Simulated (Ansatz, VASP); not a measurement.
One calculation of GaN, two programs

INCAR

```
SYSTEM = GaN
PREC     = Accurate       ! precision mode
ENCUT    = 520            ! plane-wave cutoff, eV
EDIFF    = 1E-6           ! SCF threshold, eV
ISMEAR   = 0              ! smearing method
SIGMA    = 0.01           ! smearing width, eV
LREAL    = .FALSE.        ! projectors in reciprocal space
LASPH    = .TRUE.         ! aspherical terms in the spheres
NELM     = 80             ! most SCF steps
ALGO     = Normal         ! electronic algorithm
ISIF     = 2              ! what is computed and relaxed
LWAVE    = .FALSE.        ! write WAVECAR
LCHARG   = .TRUE.         ! write CHGCAR
GGA      = PE             ! functional
LELF     = .TRUE.         ! ELF
LVHAR    = .TRUE.       
NBANDS   = 26             ! bands
```

Contents of KPOINTS:

```
Automatic mesh
0
G
  12 12 6
  0 0 0
```

Contents of POSCAR:

```
GaN
1.0
    3.1831495727      0.0000000000      0.0000000000
   -1.5915747864      2.7566883940      0.0000000000
    0.0000000000      0.0000000000      5.1836255482
Ga N
2 2
Direct
    0.3333333333      0.6666666667     -0.0008868499
    0.6666666667      0.3333333333      0.4991131501
    0.3333333333      0.6666666667      0.3758868499
    0.6666666667      0.3333333333      0.8758868499
```

Input for Ansatz:

```yaml
crystal:
  lattice:
    - [3.1831495727, 0.0, 0.0]
    - [-1.5915747864, 2.756688394, 0.0]
    - [0.0, 0.0, 5.1836255482]
  atoms:
    - { symbol: Ga, position: [0.3333333333, 0.6666666667, -0.0008868499] }
    - { symbol: Ga, position: [0.6666666667, 0.3333333333, 0.4991131501] }
    - { symbol: "N", position: [0.3333333333, 0.6666666667, 0.3758868499] }
    - { symbol: "N", position: [0.6666666667, 0.3333333333, 0.8758868499] }
kpoints:
  mp_grid: { grid: [12, 12, 6] }
  band_path:
    path:
      - [0.0, 0.0, 0.0]
      - [0.5, 0.0, 0.0]
      - [0.3333333333, 0.3333333333, 0.0]
      - [0.0, 0.0, 0.5]
      - [0.5, 0.0, 0.5]
      - [0.3333333333, 0.3333333333, 0.5]
    npoints: 1
hamiltonian:
  xc: pbe
scf:
  occupations: { method: fixed }
  n_extra_bands: 5
output:
  forces: true
  stress: true
  eigenvalues: true
```

Alike in both runs: task single point; functional PBE; k mesh 12 × 12 × 6; no spin polarisation.

|  | VASP | Ansatz |
| --- | --- | --- |
| version | VASP 6.6.1 | Ansatz 0.2.0 |
| potentials or method | VASP PAW PBE potentials, release 64 (Ga_d, N) | plane waves, PAW |
| plane-wave cutoff (eV) | 520 | 420 |
| occupations | gaussian, width 0.01 eV | fixed |
| valence electrons in the cell | 36 | 36 |

Ansatz gave:

```
gap on the k mesh at the Fermi level (eV)                     : 1.93
pressure (GPa)                                                : 6.2
traceless stress, the component that is largest in VASP (GPa) : 0.05
```

Which values does VASP return?

gap on the k mesh at the Fermi level (eV): 1.94; pressure (GPa): 6.3; traceless stress, the component that is largest in VASP (GPa): 0.08.
